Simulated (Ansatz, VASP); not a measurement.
Two plane-wave programs on Ge

File POSCAR:

```
Ge
1.0
   -1.6399656558      1.6399656558      1.9099183467
    1.6399656558     -1.6399656558      1.9099183467
    1.6399656558      1.6399656558     -1.9099183467
Ge
1
Direct
    0.5000000000      0.5000000000      0.0000000000
```

File INCAR.step1:

```
SYSTEM = Ge
PREC = Accurate ; ENCUT = 520
EDIFF = 1E-5 ; ISMEAR = -1
SIGMA = 0.05 ; LREAL = .FALSE.
LASPH = .TRUE. ; NELM = 80
ALGO = Normal ; ISIF = 2
LWAVE = .TRUE. ; LCHARG = .FALSE.
GGA = PE ; NBANDS = 13
```

The input INCAR.step2:

```
SYSTEM = Ge
PREC = Accurate ; ENCUT = 520
EDIFF = 1E-6 ; ISMEAR = -1
SIGMA = 0.05 ; LREAL = .FALSE.
LASPH = .TRUE. ; NELM = 80
ALGO = Normal ; ISIF = 2
LWAVE = .FALSE. ; LCHARG = .FALSE.
GGA = PE ; LHFCALC = .TRUE.
HFSCREEN = 0.2079 ; PRECFOCK = Normal
ISTART = 1 ; NBANDS = 13
```

KPOINTS

```
regular mesh
0
G
  6 6 6
  0 0 0
```

The input input.yaml:

```yaml
crystal:
  lattice:
    - [-1.6399656558, 1.6399656558, 1.9099183467]
    - [1.6399656558, -1.6399656558, 1.9099183467]
    - [1.6399656558, 1.6399656558, -1.9099183467]
  atoms:
    - { symbol: Ge, position: [0.5, 0.5, 0.0] }
hamiltonian:
  xc: hse06
  pseudopotentials: { kind: paw }
kpoints:
  mp_grid: { grid: [6, 6, 6] }
scf:
  occupations: { method: fermi_dirac, width: 0.05 }
output:
  forces: true
  stress: true
  eigenvalues: true
```

Alike in both runs: task single point; functional HSE06; k mesh 6 × 6 × 6; occupations fermi-dirac, width 0.05 eV; no spin polarisation.

|  | VASP | Ansatz |
| --- | --- | --- |
| version | VASP 6.6.1 | Ansatz 0.2.0 |
| potentials or method | VASP PAW PBE potentials, release 64 (Ge_d) | Ansatz PAW |
| plane-wave cutoff (eV) | 520 | 420 |
| valence electrons in the cell | 14 | 14 |

|  | VASP | Ansatz | Ansatz less VASP |
| --- | --- | --- | --- |
| gap on the k mesh at the Fermi level (eV) | none | none | - |
| pressure (GPa) | -4.6 | -4.8 | -0.20 |
| traceless stress, the component that is largest in VASP (GPa) | -5.87 | -5.86 | +0.012 |

A gap of «none» marks a metal or a gap that the smearing closes.

The k mesh is coarse, so the values compare programs but aren't converged.
